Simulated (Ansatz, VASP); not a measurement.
# One calculation of Zr3TiN4, two programs

```
Zr Ti N
1.0
     4.43486    0.00000    0.00000
     0.00000    4.43486    0.00000
     0.00000    0.00000    4.43486
Zr Ti N
3 1 4
Direct
  0.00000 0.00000 0.50000
  0.50000 0.00000 0.00000
  0.00000 0.50000 0.00000
  0.50000 0.50000 0.50000
  0.50000 0.50000 0.00000
  0.00000 0.50000 0.50000
  0.50000 0.00000 0.50000
  0.00000 0.00000 0.00000
```

Alike in both runs: task single point; functional PBE; k mesh 8 × 8 × 8; occupations gaussian, width 0.1 eV; no spin polarisation.

```csv
,VASP,Ansatz
version,VASP 6.6.1,Ansatz 0.2.0
potentials or method,"VASP PAW PBE potentials, release 64 (Zr_sv, Ti_sv, N), cutoff 520 eV","scalar-relativistic, plane waves, PAW"
valence electrons in the cell,68,68
```

|  | VASP | Ansatz | Ansatz less VASP |
| --- | --- | --- | --- |
| gap on the k mesh at the Fermi level (eV) | none | none | - |
| pressure (GPa) | 18.1 | 17.8 | -0.34 |

A gap of «none» marks a metal or a gap that the smearing closes. The functional is the same, so the differences come from potentials, cutoffs and numerics.
